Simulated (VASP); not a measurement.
Wanted: the native input for a VASP 6.6.1 run.

* Task: electric field gradients
* Functional: PBE
* Potentials or basis: VASP PAW PBE potentials, release 64 (Tl_d)
* Cutoff: 520 eV
* k mesh: 13 × 13 × 13
* Occupations: fermi-dirac, width 0.05 eV
* Spin: no spin polarisation
* Dipole correction: no
* Further INCAR settings: ALGO = Normal; EDIFF = 1e-08; NBANDS = 12; ISYM = 0

The structure of Tl lies in POSCAR:

```
Tl
1.0
   -1.9312950000      1.9312950000      1.9410000000
    1.9312950000     -1.9312950000      1.9410000000
    1.9507050000      1.9507050000     -1.9410000000
Tl
1
Direct
    0.0000000000      0.0000000000      0.0000000000
```

These files were run (other wordings do the same):

INCAR

```
ALGO = Normal
EDIFF = 1E-8
ENCUT = 520
GGA = PE
ISIF = 2
ISMEAR = -1
ISYM = 0
LASPH = True
LCHARG = False
LEFG = True
LREAL = False
LWAVE = False
NBANDS = 12
NELM = 80
PREC = Accurate
SIGMA = 0.05
```

KPOINTS

```
k-points
0
Gamma
  13 13 13
```

Potentials or basis: VASP PAW PBE potentials, release 64 (Tl_d).

Launch:

```console
$ cat potpaw_PBE.64/Tl_d/POTCAR > POTCAR
$ mpirun -np 1 vasp_std > vasp.out
```

Results of the run:

```
Pressure : 2.2 GPa
```

Caveat: without QUAD_EFG the Cq values of the log hold for a quadrupole moment of 1 mb, not for the nuclei.

Wall time 5 min on 1 thread of Intel(R) Xeon(R) Platinum 8488C (Sapphire Rapids), with other jobs on the host, peak memory 0.46 GiB.
